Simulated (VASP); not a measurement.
A run of VASP 6.6.1 is set up as follows.

File INCAR:

```
SYSTEM = ZrS
PREC = Accurate ; ENCUT = 520
EDIFF = 1E-6 ; ISMEAR = 0
SIGMA = 0.15 ; LREAL = .FALSE.
LASPH = .TRUE. ; NELM = 100
ALGO = Normal ; ISIF = 2
LWAVE = .FALSE. ; LCHARG = .FALSE.
GGA = PS ; NBANDS = 16
```

Contents of KPOINTS:

```
regular mesh
0
G
  16 16 16
  0 0 0
```

File POSCAR:

```
ZrS
1.0
    0.3346441589      2.8495050728      2.8495050728
    2.8495050728      0.3346441589      2.8495050728
    2.8495050728      2.8495050728      0.3346441589
Zr S
1 1
Direct
    0.0000000000      0.0000000000      0.0000000000
    0.5000000000      0.5000000000      0.5000000000
```

Potentials or basis: VASP PAW PBE potentials, release 64 (Zr_sv, S).

Launch:

```bash
$ cat potpaw_PBE.64/Zr_sv/POTCAR potpaw_PBE.64/S/POTCAR > POTCAR
$ mpirun -np 1 vasp_std > vasp.out
```

(1) Predict the pressure.

(2) Predict the band gap on the k mesh.

## Answers

(1) -11.2 GPa.

(2) zero (bands 9 and 10 overlap by 1.48 eV).

Caveat: the cell stands under tension; the PAW data sets were made with another functional, which shifts forces and pressure a little.
